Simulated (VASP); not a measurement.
# SnSe2 (P-1) in VASP: density of states with PBE

Aim: the density of states of SnSe2 with PBE.

All numbers are computed with VASP 6.6.1; they aren't measurements. Logs are shortened: lines on timing, memory, paths and dates and some standing lists are left out, and cuts for length are marked.

## (1) The cell of the first run

The typed cell holds 3 atoms: a = 3.870 Å, b = 3.871 Å, c = 7.662 Å, α = 78.14°, β = 75.90°, γ = 59.99°.

## (2) Density of states, PBE

The input, POSCAR:

```
SnSe2
1.0
    3.8703039189      0.0035941564     -0.0022797348
    1.9328939159      3.3535872890      0.0251997410
    1.8707508438      0.6839121723      7.3990847698
Sn Se
1 2
Direct
    0.0000000000      0.0000000000      0.0000000000
    0.7467673591      0.7140581742      0.7844069939
    0.2532326409      0.2859418258      0.2155930061
```

The input, INCAR.step1:

```
SYSTEM = SnSe2
  ALGO = Normal
  EDIFF = 1E-7
  ENCUT = 520
  GGA = PE
  ISIF = 2
  ISMEAR = 0
  LASPH = .TRUE.
  LCHARG = .TRUE.
  LREAL = .FALSE.
  LWAVE = .FALSE.
  NBANDS = 20
  NELM = 100
  PREC = Accurate
  SIGMA = 0.02
```

The input, KPOINTS.step1:

```
k-points
0
G
  8 8 4
  0 0 0
```

The input, INCAR.step2:

```
SYSTEM = SnSe2
  ALGO = Normal
  EDIFF = 1E-7
  ENCUT = 520
  GGA = PE
  ICHARG = 11
  ISIF = 2
  ISMEAR = -5
  LASPH = .TRUE.
  LCHARG = .FALSE.
  LORBIT = 11
  LREAL = .FALSE.
  LWAVE = .FALSE.
  NEDOS = 2001
  NELM = 100
  PREC = Accurate
  SIGMA = 0.02
```

The input, KPOINTS.step2:

```
k-points
0
G
  12 12 6
  0 0 0
```

Potentials or basis: VASP PAW PBE potentials, release 64 (Sn_d, Se).

Command:

```
> cat potpaw_PBE.64/Sn_d/POTCAR potpaw_PBE.64/Se/POTCAR > POTCAR
> cp INCAR.step1 INCAR
> cp KPOINTS.step1 KPOINTS
> mpirun -np 1 vasp_std > vasp.out
> cp INCAR.step2 INCAR
> cp KPOINTS.step2 KPOINTS
> mpirun -np 1 vasp_std > vasp.out
```

OUTCAR:

```text
SYSTEM = SnSe2
   EDIFF = 1E-7
   ENCUT = 520
   GGA = PE
   ICHARG = 11
   ISIF = 2
   ISMEAR = -5
   LASPH = .TRUE.
   LORBIT = 11
   LREAL = .FALSE.
   NELM = 100
   PREC = Accurate

 ion  position               nearest neighbor table
   1  0.000  0.000  0.000-   2 2.74   3 2.74   2 2.74   3 2.74   2 2.75   3 2.75
   2  0.747  0.714  0.784-   1 2.74   1 2.74   1 2.75
   3  0.253  0.286  0.216-   1 2.74   1 2.74   1 2.75

  Warning from LATTYP: Got some problem with cell dimensions!
  Tried to take original basis but could not verify dimensions!
  LATTYP: Found a triclinic cell.
 ALAT       =     3.8703062592
 B/A-ratio  =     0.9999164173
 C/A-ratio  =     1.9798173787
 COS(alpha) =     0.0381060633
 COS(beta)  =     0.2436576349
 COS(gamma) =     0.4998249774

  Lattice vectors:

 A1 = (  -3.8703039189,  -0.0035941564,   0.0022797348)
 A2 = (  -1.9374100030,   3.3499931326,   0.0274794758)
 A3 = (  -1.8707508438,  -0.6839121723,  -7.3990847698)

Analysis of symmetry for initial positions (statically):
=====================================================================
 Subroutine PRICEL returns:
 Original cell was already a primitive cell.

 Routine SETGRP: Setting up the symmetry group for a
 triclinic supercell.

 Subroutine GETGRP returns: Found  2 space group operations
 (whereof  2 operations were pure point group operations)
 out of a pool of  2 trial point group operations.

The static configuration has the point symmetry S_2 .

Analysis of symmetry for dynamics (positions and initial velocities):
=====================================================================
 Subroutine PRICEL returns:
 Original cell was already a primitive cell.

 Routine SETGRP: Setting up the symmetry group for a
 triclinic supercell.

 Subroutine GETGRP returns: Found  2 space group operations
 (whereof  2 operations were pure point group operations)
 out of a pool of  2 trial point group operations.

The dynamic configuration has the point symmetry S_2 .

 Subroutine INISYM returns: Found  2 space group operations
 (whereof  2 operations are pure point group operations),
 and found     1 'primitive' translations

----------------------------------------------------------------------------------------

                                     Primitive cell

  volume of cell :      95.9290

  direct lattice vectors                    reciprocal lattice vectors
     3.870303919  0.003594156 -0.002279735     0.258485228 -0.148594233 -0.051619365
     1.932893916  3.353587289  0.025199741    -0.000293473  0.298564114 -0.027522676
     1.870750844  0.683912172  7.399084770     0.000080641 -0.001062631  0.135229683

  length of vectors
     3.870306259  3.870821828  7.662499593     0.302587868  0.299830142  0.135233882

  position of ions in fractional coordinates (direct lattice)
     0.000000000  0.000000000  0.000000000
     0.746767359  0.714058174  0.784406994
     0.253232641  0.285941826  0.215593006

  ion indices of the primitive-cell ions
   primitive index   ion index
                 1           1
                 2           2
                 3           3

----------------------------------------------------------------------------------------

 KPOINTS: k-points

Automatic generation of k-mesh.
 Grid dimensions read from file:
 generate k-points for:   12   12    6

 Generating k-lattice:

  Cartesian coordinates                     Fractional coordinates (reciprocal lattice)
     0.021540436 -0.012382853 -0.004301614     0.083333333 -0.000000000 -0.000000000
    -0.000024456  0.024880343 -0.002293556     0.000000000  0.083333333  0.000000000
     0.000013440 -0.000177105  0.022538280    -0.000000000 -0.000000000  0.166666667

  Length of vectors
     0.025215656  0.024985845  0.022538980

  Shift w.r.t. Gamma in fractional coordinates (k-lattice)
     0.000000000  0.000000000  0.000000000

 TETIRR: Found   2592 inequivalent tetrahedra from     5184

 Subroutine IBZKPT returns following result:
 ===========================================

 Found    436 irreducible k-points:

 Following reciprocal coordinates:
            Coordinates               Weight
  0.000000  0.000000  0.000000      1.000000
  0.083333 -0.000000 -0.000000      2.000000
  0.166667 -0.000000  0.000000      2.000000
  0.250000  0.000000  0.000000      2.000000
  0.333333 -0.000000  0.000000      2.000000
  0.416667 -0.000000  0.000000      2.000000
[... 16 lines left out ...]
  0.250000  0.166667 -0.000000      2.000000
  0.333333  0.166667 -0.000000      2.000000
 [... further k-points ...]
   k-points           NKPTS =    436   k-points in BZ     NKDIM =    436   number of bands    NBANDS=     17
   number of dos      NEDOS =   2001   number of ions     NIONS =      3
   total plane-waves  NPLWV =  54000
   dimension x,y,z NGX =    30 NGY =   30 NGZ =   60
   dimension x,y,z NGXF=    60 NGYF=   60 NGZF=  120
   ions per type =               1   2
   NGX,Y,Z   is equivalent  to a cutoff of  12.89, 12.88, 13.02 a.u.
   NGXF,Y,Z  is equivalent  to a cutoff of  25.77, 25.77, 26.04 a.u.
 SYSTEM =  SnSe2
   PREC   = accura    normal or accurate (medium, high low for compatibility)
   ISTART =      0    job   : 0-new  1-cont  2-samecut
   ICHARG =     11    charge: 1-file 2-atom 10-const
   ISPIN  =      1    spin polarized calculation?
   LNONCOLLINEAR =      F non collinear calculations
   LSORBIT =      F    spin-orbit coupling
   LASPH  =      T    aspherical Exc in radial PAW
   ENCUT  =  520.0 eV  38.22 Ry    6.18 a.u.   7.20  7.20 14.25*2*pi/ulx,y,z
   NELM   =    100;   NELMIN=  2; NELMDL=  0     # of ELM steps
   EDIFF  = 0.1E-06   stopping-criterion for ELM
   LREAL  =      F    real-space projection
   EDIFFG = 0.1E-05   stopping-criterion for IOM
   NSW    =      0    number of steps for IOM
   IBRION =     -1    ionic relax: 0-MD 1-quasi-New 2-CG
   NFREE  =      0    steps in history (QN), initial steepest desc. (CG)
   ISIF   =      2    stress and relaxation
   ISYM   =      2    0-nonsym 1-usesym 2-fastsym
   POTIM  = 0.5000    time-step for ionic-motion
   TEBEG  =    0.0;   TEEND  =   0.0 temperature during run
   PSTRESS=    0.0 pullay stress
   NELECT =      26.0000    total number of electrons
   NUPDOWN=      -1.0000    fix difference up-down
   EMIN   =  10.00;   EMAX   =-10.00  energy-range for DOS
   EFERMI =   0.00;   METHOD = LEGACY
   ISMEAR =    -5;   SIGMA  =   0.02  broadening in eV -4-tet -1-fermi 0-gaus
   EFERMI_NEDOS =   21; number of points for ismear=-14 and -15
   IALGO  =     38    algorithm
   IMIX   =      4    mixing-type and parameters
     AMIX     =   0.40;   BMIX     =  1.00
     AMIX_MAG =   1.60;   BMIX_MAG =  1.00
  volume/ion in A,a.u.               =      31.98       215.79
  Fermi-wavevector in a.u.,A,eV,Ry     =   1.059455  2.002080 15.271794  1.122445
  Thomas-Fermi vector in A             =   2.194801
   LORBIT       =     11    0 simple, 1 ext, 2 COOP (PROOUT), +10 PAW based schemes
   GGA     = PE    functional components
   LHFCALC =     F    Hartree Fock is set to
   AEXX    =    0.0000 exact exchange contribution
   IVDW    =     0    specifies the selected vdW correction
   LEPSILON=     F    determine dielectric tensor
   LRPA    =     F    only Hartree local field effects (RPA)
 non-spin polarized calculation
 Fermi weights with tetrahedron method with Bloechl corrections
  energy-cutoff  :      520.00
  volume of cell :       95.93
 maximum number of plane-waves:      2602
 NGX is ok and might be reduce to    30

 number of electron      25.9999997 magnetization

 Free energy of the ion-electron system (eV)
  ---------------------------------------------------
  ext. energy  EPLUGINS =         0.00000000
  ---------------------------------------------------
  free energy    TOTEN  =       -11.87055414 eV

  energy without entropy =      -11.87055414  energy(sigma->0) =      -11.87055414

 E-fermi :   2.0835     XC(G=0):  -8.2517

 val. band max:        2.0721411891   @ k =  -0.1667  -0.1667   0.1667
 cond. band min:       2.7368012833   @ k =   0.5000  -0.0000   0.5000
 fundamental gap:      0.6646600943
 Fermi energy:         2.0834667771

 k-point     1 :       0.0000    0.0000    0.0000
  band No.  band energies     occupation
      1     -19.0433      2.00000
      2     -19.0431      2.00000
      3     -19.0057      2.00000
      4     -18.9980      2.00000
      5     -18.9979      2.00000
      6     -11.2639      2.00000
[... 9 lines left out ...]
     16       6.6172      0.00000
     17       6.6359      0.00000

 k-point     2 :       0.0833   -0.0000   -0.0000
  band No.  band energies     occupation
      1     -19.0455      2.00000
      2     -19.0411      2.00000
      3     -19.0042      2.00000
      4     -18.9994      2.00000
      5     -18.9977      2.00000
      6     -11.2005      2.00000
[... 9 lines left out ...]
     16       6.4268      0.00000
     17       6.7868      0.00000

 k-point     3 :       0.1667   -0.0000    0.0000
  band No.  band energies     occupation
      1     -19.0528      2.00000
      2     -19.0357      2.00000
      3     -19.0041      2.00000
      4     -18.9984      2.00000
      5     -18.9964      2.00000
      6     -11.0151      2.00000
[... 9 lines left out ...]
     16       6.8890      0.00000
     17       7.1671      0.00000

 k-point     4 :       0.2500    0.0000    0.0000
  band No.  band energies     occupation
      1     -19.0635      2.00000
      2     -19.0300      2.00000
      3     -19.0086      2.00000
      4     -18.9931      2.00000
      5     -18.9914      2.00000
      6     -10.7246      2.00000
[... 9 lines left out ...]
     16       7.5467      0.00000
     17       7.6496      0.00000

 k-point     5 :       0.3333   -0.0000    0.0000
  band No.  band energies     occupation
      1     -19.0749      2.00000
      2     -19.0264      2.00000
      3     -19.0129      2.00000
      4     -18.9875      2.00000
      5     -18.9840      2.00000
      6     -10.3657      2.00000
[... 9 lines left out ...]
     16       7.7661      0.00000
     17       7.8295      0.00000

 k-point     6 :       0.4167   -0.0000    0.0000
  band No.  band energies     occupation
      1     -19.0834      2.00000
      2     -19.0250      2.00000
      3     -19.0158      2.00000
      4     -18.9822      2.00000
      5     -18.9786      2.00000
      6     -10.0118      2.00000
[... 9 lines left out ...]
     16       7.7332      0.00000
     17       7.8837      0.00000
[... 281 lines left out ...]
 k-point    21 :       0.0833    0.1667    0.0000
  band No.  band energies     occupation
      1     -19.0500      2.00000
      2     -19.0378      2.00000
      3     -19.0017      2.00000
      4     -19.0015      2.00000
      5     -18.9965      2.00000
      6     -11.0759      2.00000
[... 9 lines left out ...]
     16       6.2598      0.00000
     17       7.1587      0.00000

 k-point    22 :       0.1667    0.1667    0.0000
  band No.  band energies     occupation
      1     -19.0529      2.00000
      2     -19.0356      2.00000
      3     -19.0039      2.00000
      4     -18.9985      2.00000
      5     -18.9965      2.00000
      6     -11.0145      2.00000
[... 9 lines left out ...]
     16       6.8959      0.00000
     17       7.1664      0.00000

 k-point    23 :       0.2500    0.1667   -0.0000
  band No.  band energies     occupation
      1     -19.0580      2.00000
      2     -19.0334      2.00000
      3     -19.0055      2.00000
      4     -18.9981      2.00000
      5     -18.9918      2.00000
      6     -10.8365      2.00000
[... 9 lines left out ...]
     16       6.9417      0.00000
     17       7.5741      0.00000

 k-point    24 :       0.3333    0.1667   -0.0000
  band No.  band energies     occupation
      1     -19.0639      2.00000
      2     -19.0330      2.00000
      3     -19.0068      2.00000
      4     -18.9976      2.00000
      5     -18.9849      2.00000
      6     -10.5595      2.00000
[... 9 lines left out ...]
     16       7.0585      0.00000
     17       7.7584      0.00000

 [... further k-points ...]
[... 5 lines left out ...]
  --------------------------------------------------------------------------------------
  -------------------------------------------------------------------------------------
  Total        0.0196821      0.0273344      0.0470339     -0.0052258     -0.0014088     -0.0072152
  in kB        0.3287243      0.4565311      0.7855464     -0.0872798     -0.0235291     -0.1205060
  external PRESSURE =       0.5236006 kB  Pullay stress =       0.0000000 kB

 VOLUME and BASIS-vectors are now :
 -----------------------------------------------------------------------------
  energy-cutoff  :      520.00
  volume of cell :       95.93
      direct lattice vectors                 reciprocal lattice vectors
     3.870303919  0.003594156 -0.002279735     0.258485228 -0.148594233 -0.051619365
     1.932893916  3.353587289  0.025199741    -0.000293473  0.298564114 -0.027522676
     1.870750844  0.683912172  7.399084770     0.000080641 -0.001062631  0.135229683

 POSITION                                       TOTAL-FORCE (eV/Angst)
 -----------------------------------------------------------------------------------
      0.00000      0.00000      0.00000        -0.000000      0.000000     -0.000000
      5.73785      2.93381      5.82019         0.002044      0.001956     -0.016346
      1.93610      1.10729      1.60182        -0.002044     -0.001956      0.016346
 -----------------------------------------------------------------------------------
    total drift:                                0.000000      0.000000     -0.000000

  FREE ENERGIE OF THE ION-ELECTRON SYSTEM (eV)
  ---------------------------------------------------
  free  energy   TOTEN  =       -11.8705541443 eV

  energy  without entropy=      -11.8705541443  energy(sigma->0) =      -11.87055414

 total charge

# of ion       s       p       d       tot
------------------------------------------
    1        1.060   0.985  10.085  12.130
    2        1.483   2.297   0.023   3.803
    3        1.483   2.297   0.023   3.803
--------------------------------------------------
tot          4.026   5.579  10.132  19.736
```

It took 19 min on 1 thread of Oxide Virtual Turin-like, shared host; peak memory 0.75 GiB.

What came out:

- Valence electrons inside the program's atomic spheres: Sn 12.13; Se 3.80

Caveat: spin-orbit coupling is left out, which moves the levels of the heavy elements.
